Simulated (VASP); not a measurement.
# MgS (P-6m2) in VASP: settings compared

Aim: see how the results for MgS move with the level of theory and the settings. Levels: PBE, HSE06, PBE-based screened hybrid with 25 % exact exchange. Tasks: single point, relaxation of cell and atoms.

All numbers are computed with VASP 6.6.1; they aren't measurements. Logs are shortened: lines on timing, memory, paths and dates and some standing lists are left out, and cuts for length are marked.

### 1 The cell of the first run

Symmetry: P-6m2, No. 187, hexagonal system. Conventional cell: a = 3.682 Å, b = 3.682 Å, c = 3.370 Å, α = 90.00°, β = 90.00°, γ = 120.00°. Mg (site symmetry -6m2) has 6 S at 2.71 Å and 8 Mg at 3.37 to 3.68 Å within 3.7 Å. S (site symmetry -6m2) has 6 Mg at 2.71 Å and 8 S at 3.37 to 3.68 Å within 3.7 Å.

### 2 Single point, PBE

Input file INCAR:

```
ALGO = Normal ; EDIFF = 1E-6
ENCUT = 840 ; GGA = PE
GGA_COMPAT = False ; ISIF = 2
ISMEAR = -1 ; LASPH = True
LCHARG = True ; LELF = True
LREAL = False ; LVHAR = True
LWAVE = False ; NBANDS = 15
NELM = 120 ; PREC = Accurate
SIGMA = 0.05
```

Input file KPOINTS:

```
k-points
0
Gamma
  9 9 8
```

Input file POSCAR:

```
MgS
1.0
    3.6817301366      0.0000000000      0.0000000000
   -1.8408599702      3.1884720415      0.0000000000
    0.0000000000      0.0000000000      3.3700854774
Mg S
1 1
Direct
    0.0000000000      0.0000000000      0.5000000000
    0.6666700000      0.3333300000      0.0000000000
```

Potentials or basis: VASP PAW PBE potentials, release 64 (Mg_sv, S).

On the command line:

```sh
cat potpaw_PBE.64/Mg_sv/POTCAR potpaw_PBE.64/S/POTCAR > POTCAR
mpirun -np 1 vasp_std > vasp.out
```

OUTCAR:

```text
EDIFF = 1E-6
   ENCUT = 840
   GGA = PE
   ISIF = 2
   ISMEAR = -1
   LASPH = True
   LREAL = False
   NELM = 120
   PREC = Accurate

 ion  position               nearest neighbor table
   1  0.000  0.000  0.500-
   2  0.667  0.333  0.000-

  LATTYP: Found a hexagonal cell.
 ALAT       =     3.6817301366
 C/A-ratio  =     0.9153537474

  Lattice vectors:

 A1 = (   3.6817301366,   0.0000000000,   0.0000000000)
 A2 = (  -1.8408599702,   3.1884720415,   0.0000000000)
 A3 = (   0.0000000000,   0.0000000000,   3.3700854774)

Analysis of symmetry for initial positions (statically):
=====================================================================
 Subroutine PRICEL returns:
 Original cell was already a primitive cell.

 Routine SETGRP: Setting up the symmetry group for a
 hexagonal supercell.

 Subroutine GETGRP returns: Found  4 space group operations
 (whereof  4 operations were pure point group operations)
 out of a pool of 24 trial point group operations.

The static configuration has the point symmetry C_2v.

Analysis of symmetry for dynamics (positions and initial velocities):
=====================================================================
 Subroutine PRICEL returns:
 Original cell was already a primitive cell.

 Routine SETGRP: Setting up the symmetry group for a
 hexagonal supercell.

 Subroutine GETGRP returns: Found  4 space group operations
 (whereof  4 operations were pure point group operations)
 out of a pool of 24 trial point group operations.

The dynamic configuration has the point symmetry C_2v.

 Subroutine INISYM returns: Found  4 space group operations
 (whereof  4 operations are pure point group operations),
 and found     1 'primitive' translations

----------------------------------------------------------------------------------------

                                     Primitive cell

  volume of cell :      39.5617

  direct lattice vectors                    reciprocal lattice vectors
     3.681730137  0.000000000  0.000000000     0.271611433  0.156814489  0.000000000
    -1.840859970  3.188472041  0.000000000     0.000000000  0.313629847  0.000000000
     0.000000000  0.000000000  3.370085477     0.000000000  0.000000000  0.296728379

  length of vectors
     3.681730137  3.681727772  3.370085477     0.313629646  0.313629847  0.296728379

  position of ions in fractional coordinates (direct lattice)
     0.000000000  0.000000000  0.500000000
     0.666670000  0.333330000  0.000000000

  ion indices of the primitive-cell ions
   primitive index   ion index
                 1           1
                 2           2

----------------------------------------------------------------------------------------

 KPOINTS: k-points

Automatic generation of k-mesh.
 Grid dimensions read from file:
 generate k-points for:    9    9    8

 Generating k-lattice:

  Cartesian coordinates                     Fractional coordinates (reciprocal lattice)
     0.030179048  0.017423832  0.000000000     0.111111111 -0.000000000  0.000000000
     0.000000000  0.034847761  0.000000000     0.000000000  0.111111111  0.000000000
     0.000000000  0.000000000  0.037091047     0.000000000  0.000000000  0.125000000

  Length of vectors
     0.034847738  0.034847761  0.037091047

  Shift w.r.t. Gamma in fractional coordinates (k-lattice)
     0.000000000  0.000000000  0.000000000

 Subroutine IBZKPT returns following result:
 ===========================================

 Found    125 irreducible k-points:

 Following reciprocal coordinates:
            Coordinates               Weight
  0.000000  0.000000  0.000000      1.000000
  0.111111 -0.000000  0.000000      4.000000
 -0.111111  0.111111  0.000000      2.000000
  0.222222  0.000000  0.000000      4.000000
 -0.222222  0.222222  0.000000      2.000000
  0.333333 -0.000000  0.000000      4.000000
[... 16 lines left out ...]
 -0.222222 -0.444444  0.000000      4.000000
  0.444444  0.333333  0.000000      4.000000
 [... further k-points ...]
   k-points           NKPTS =    125   k-points in BZ     NKDIM =    125   number of bands    NBANDS=     15
   number of dos      NEDOS =    301   number of ions     NIONS =      2
   total plane-waves  NPLWV =  41472
   dimension x,y,z NGX =    36 NGY =   36 NGZ =   32
   dimension x,y,z NGXF=    72 NGYF=   72 NGZF=   64
   ions per type =               1   1
   NGX,Y,Z   is equivalent  to a cutoff of  16.26, 16.26, 15.79 a.u.
   NGXF,Y,Z  is equivalent  to a cutoff of  32.51, 32.51, 31.57 a.u.
 SYSTEM =  unknown system
   PREC   = accura    normal or accurate (medium, high low for compatibility)
   ISTART =      0    job   : 0-new  1-cont  2-samecut
   ICHARG =      2    charge: 1-file 2-atom 10-const
   ISPIN  =      1    spin polarized calculation?
   LNONCOLLINEAR =      F non collinear calculations
   LSORBIT =      F    spin-orbit coupling
   LASPH  =      T    aspherical Exc in radial PAW
   ENCUT  =  840.0 eV  61.74 Ry    7.86 a.u.   8.70  8.70  7.96*2*pi/ulx,y,z
   NELM   =    120;   NELMIN=  2; NELMDL= -5     # of ELM steps
   EDIFF  = 0.1E-05   stopping-criterion for ELM
   LREAL  =      F    real-space projection
   EDIFFG = 0.1E-04   stopping-criterion for IOM
   NSW    =      0    number of steps for IOM
   IBRION =     -1    ionic relax: 0-MD 1-quasi-New 2-CG
   NFREE  =      0    steps in history (QN), initial steepest desc. (CG)
   ISIF   =      2    stress and relaxation
   ISYM   =      2    0-nonsym 1-usesym 2-fastsym
   POTIM  = 0.5000    time-step for ionic-motion
   TEBEG  =    0.0;   TEEND  =   0.0 temperature during run
   PSTRESS=    0.0 pullay stress
   NELECT =      16.0000    total number of electrons
   NUPDOWN=      -1.0000    fix difference up-down
   EMIN   =  10.00;   EMAX   =-10.00  energy-range for DOS
   EFERMI =   0.00;   METHOD = LEGACY
   ISMEAR =    -1;   SIGMA  =   0.05  broadening in eV -4-tet -1-fermi 0-gaus
   EFERMI_NEDOS =   21; number of points for ismear=-14 and -15
   IALGO  =     38    algorithm
   IMIX   =      4    mixing-type and parameters
     AMIX     =   0.40;   BMIX     =  1.00
     AMIX_MAG =   1.60;   BMIX_MAG =  1.00
  volume/ion in A,a.u.               =      19.78       133.49
  Fermi-wavevector in a.u.,A,eV,Ry     =   1.210662  2.287820 19.942101  1.465703
  Thomas-Fermi vector in A             =   2.346202
   LORBIT       =      0    0 simple, 1 ext, 2 COOP (PROOUT), +10 PAW based schemes
   GGA     = PE    functional components
   LHFCALC =     F    Hartree Fock is set to
   AEXX    =    0.0000 exact exchange contribution
   IVDW    =     0    specifies the selected vdW correction
   LEPSILON=     F    determine dielectric tensor
   LRPA    =     F    only Hartree local field effects (RPA)
 non-spin polarized calculation
  energy-cutoff  :      840.00
  volume of cell :       39.56
 maximum number of plane-waves:      2211
   NGX = 17   NGY = 17   NGZ = 15

 number of electron      15.9999995 magnetization

 Free energy of the ion-electron system (eV)
  ---------------------------------------------------
  ext. energy  EPLUGINS =         0.00000000
  ---------------------------------------------------
  free energy    TOTEN  =        -7.98152409 eV

  energy without entropy =       -7.98152401  energy(sigma->0) =       -7.98152405

 E-fermi :   4.0254     XC(G=0):  -9.3337

 val. band max:        3.3510823026   @ k =   0.3333   0.3333   0.0000
 cond. band min:       4.7040313321   @ k =   0.4444   0.0000   0.5000
 fundamental gap:      1.3529490296
 Fermi energy:         4.0254445468

 k-point     1 :       0.0000    0.0000    0.0000
  band No.  band energies     occupation
      1     -72.3632      2.00000
      2     -39.1299      2.00000
      3     -39.1299      2.00000
      4     -39.0940      2.00000
      5      -9.3830      2.00000
      6       2.6023      2.00000
      7       2.6023      2.00000
      8       2.6450      2.00000
      9       5.0802      0.00000
     10       8.8460      0.00000
     11      10.3599      0.00000
     12      10.3600      0.00000
     13      14.2570      0.00000
     14      16.5383      0.00000
     15      17.0145      0.00000

 k-point     2 :       0.1111   -0.0000    0.0000
  band No.  band energies     occupation
      1     -72.3634      2.00000
      2     -39.1305      2.00000
      3     -39.1301      2.00000
      4     -39.0940      2.00000
      5      -9.2907      2.00000
      6       1.7834      2.00000
      7       2.4745      2.00000
      8       2.7087      2.00000
      9       5.7227      0.00000
     10       8.9617      0.00000
     11      10.0348      0.00000
     12      10.7658      0.00000
     13      15.0998      0.00000
     14      15.2309      0.00000
     15      16.7542      0.00000

 k-point     3 :      -0.1111    0.1111    0.0000
  band No.  band energies     occupation
      1     -72.3634      2.00000
      2     -39.1305      2.00000
      3     -39.1301      2.00000
      4     -39.0940      2.00000
      5      -9.2907      2.00000
      6       1.7834      2.00000
      7       2.4745      2.00000
      8       2.7087      2.00000
      9       5.7227      0.00000
     10       8.9617      0.00000
     11      10.0349      0.00000
     12      10.7658      0.00000
     13      15.0998      0.00000
     14      15.2309      0.00000
     15      16.7543      0.00000
[... 343 lines left out ...]
 k-point    23 :      -0.2222   -0.4444    0.0000
  band No.  band energies     occupation
      1     -72.3632      2.00000
      2     -39.1337      2.00000
      3     -39.1320      2.00000
      4     -39.0935      2.00000
      5      -8.3622      2.00000
      6      -1.1227      2.00000
      7       0.3338      2.00000
      8       3.3092      2.00000
      9       8.5305      0.00000
     10       9.7173      0.00000
     11      10.7741      0.00000
     12      12.1605      0.00000
     13      13.5775      0.00000
     14      13.7678      0.00000
     15      14.9675      0.00000

 k-point    24 :       0.4444    0.3333    0.0000
  band No.  band energies     occupation
      1     -72.3632      2.00000
      2     -39.1336      2.00000
      3     -39.1321      2.00000
      4     -39.0935      2.00000
      5      -8.3622      2.00000
      6      -1.1227      2.00000
      7       0.3338      2.00000
      8       3.3092      2.00000
      9       8.5305      0.00000
     10       9.7173      0.00000
     11      10.7741      0.00000
     12      12.1605      0.00000
     13      13.5775      0.00000
     14      13.7679      0.00000
     15      14.9675      0.00000

 [... further k-points ...]

------------------------ aborting loop because EDIFF is reached ----------------------------------------

  FORCE on cell =-STRESS in cart. coord.  units (eV):
  Direction    XX          YY          ZZ          XY          YZ          ZX
  --------------------------------------------------------------------------------------
  -------------------------------------------------------------------------------------
  Total       -0.8292690     -0.8292703     -1.1034787     -0.0000024      0.0000000      0.0000000
  in kB      -33.5838525    -33.5839064    -44.6888370     -0.0000965      0.0000000      0.0000000
  external PRESSURE =     -37.2855320 kB  Pullay stress =       0.0000000 kB

 VOLUME and BASIS-vectors are now :
 -----------------------------------------------------------------------------
  energy-cutoff  :      840.00
  volume of cell :       39.56
      direct lattice vectors                 reciprocal lattice vectors
     3.681730137  0.000000000  0.000000000     0.271611433  0.156814489  0.000000000
    -1.840859970  3.188472041  0.000000000     0.000000000  0.313629847  0.000000000
     0.000000000  0.000000000  3.370085477     0.000000000  0.000000000  0.296728379

 POSITION                                       TOTAL-FORCE (eV/Angst)
 -----------------------------------------------------------------------------------
      0.00000      0.00000      1.68504         0.000029     -0.000017      0.000000
      1.84089      1.06281      0.00000        -0.000029      0.000017      0.000000
 -----------------------------------------------------------------------------------
    total drift:                                0.000004      0.000012      0.000000

  FREE ENERGIE OF THE ION-ELECTRON SYSTEM (eV)
  ---------------------------------------------------
  free  energy   TOTEN  =        -7.9815240856 eV

  energy  without entropy=       -7.9815240147  energy(sigma->0) =       -7.98152405
```

Run time: 82 s. Hardware: 1 thread of Intel Xeon Platinum 8259CL at 2.50GHz (Skylake/Cascade Lake), shared host; peak memory 0.29 GiB.

Results:

```
Free energy            : -7.9815 eV
Pressure               : -3.7 GPa
Band gap on the k mesh : 1.35 eV (least direct gap 2.22 eV)
```

Caveat: the cell stands under tension. A k mesh can miss the band edges.

### 3 Relaxation of cell and atoms, HSE06

This run uses another cell than the first one, of 18.66 Å³/atom.

Input file POSCAR:

```
MgS
1.0
    3.6109100000      0.0000000000      0.0000000000
   -1.8054500000      3.1271400000      0.0000000000
    0.0000000000      0.0000000000      3.3052600000
Mg S
1 1
Direct
    0.0000000000      0.0000000000      0.5000000000
    0.6666700000      0.3333300000      0.0000000000
```

Input file INCAR.step1:

```
PREC = Accurate
ENCUT = 600
EDIFF = 1E-5
ISMEAR = -1
SIGMA = 0.05
LREAL = False
LASPH = True
NELM = 100
ALGO = Normal
LWAVE = True
LCHARG = False
GGA = PE
NBANDS = 11
```

Input file INCAR.step2:

```
PREC = Accurate
ENCUT = 600
EDIFF = 1E-6
ISMEAR = -1
SIGMA = 0.05
LREAL = False
LASPH = True
NELM = 100
ALGO = Normal
ISIF = 3
LWAVE = False
LCHARG = False
GGA = PE
LHFCALC = True
HFSCREEN = 0.2079
PRECFOCK = Normal
IBRION = 2
NSW = 60
EDIFFG = -0.01
ISTART = 1
```

Input file KPOINTS:

```
Automatic mesh
0
Gamma
  5 5 4
```

Potentials or basis: VASP PAW PBE potentials, release 64 (Mg, S).

On the command line:

```sh
cat potpaw_PBE.64/Mg/POTCAR potpaw_PBE.64/S/POTCAR > POTCAR
cp INCAR.step1 INCAR
mpirun -np 1 vasp_std > vasp.out
cp INCAR.step2 INCAR
mpirun -np 1 vasp_std > vasp.out
```

Wall time 27 min (1 thread of Oxide Virtual Turin-like, shared host); peak memory 0.26 GiB.

The run converged. Its results:

```
Free energy                           : -9.3100 eV
Relaxed volume                        : 18.27 Å³/atom
Relaxed cell                          : a = 3.582 Å, b = 3.582 Å, c = 3.288 Å, α = 90.00°, β = 90.00°, γ = 120.00°
Space group after relaxing (to 0.1 Å) : P-6m2 (No. 187)
Energy gained by relaxing             : 1.9 meV/atom
Ionic steps                           : 4
Pressure after relaxing               : 0.0 GPa
Band gap on the k mesh                : 2.43 eV (least direct gap 3.36 eV)
```

The path:
| step | energy change (eV) | largest force (eV/Å) | pressure (GPa) | volume (Å³) |
| --- | --- | --- | --- | --- |
| 1 | 0.0000 | 0.0000 | -1.50 | 37.32 |
| 2 | -0.0034 | 0.0000 | 0.36 | 36.39 |
| 3 | -0.0036 | 0.0000 | 0.00 | 36.56 |
| 4 | -0.0037 | 0.0000 | 0.00 | 36.54 |

Final structure:
```yaml
crystal:
  lattice:
    - [3.58211, 0.00000, 0.00000]
    - [-1.79105, 3.10220, 0.00000]
    - [0.00000, 0.00000, 3.28841]
  atoms:
    - { symbol: Mg, position: [0.00000, 0.00000, 0.50000] }
    - { symbol: S, position: [0.66667, 0.33333, 0.00000] }
```

Levels at points of the mesh, in eV from the valence-band top:
```tsv
k point	band 2	band 3	band 4	band 5	band 6	band 7
(0.00, 0.00, 0.00)	-0.83	-0.82	-0.82	3.16	6.38	8.24
(0.00, 0.00, 0.50)	-6.30	-0.01	-0.01	6.63	8.34	9.55
```

Caveat: the k points lie up to 0.48 Å⁻¹ apart in the final cell; the PAW data sets were made with another functional, which shifts forces and pressure a little.

(Continued in part 2 of 2.)
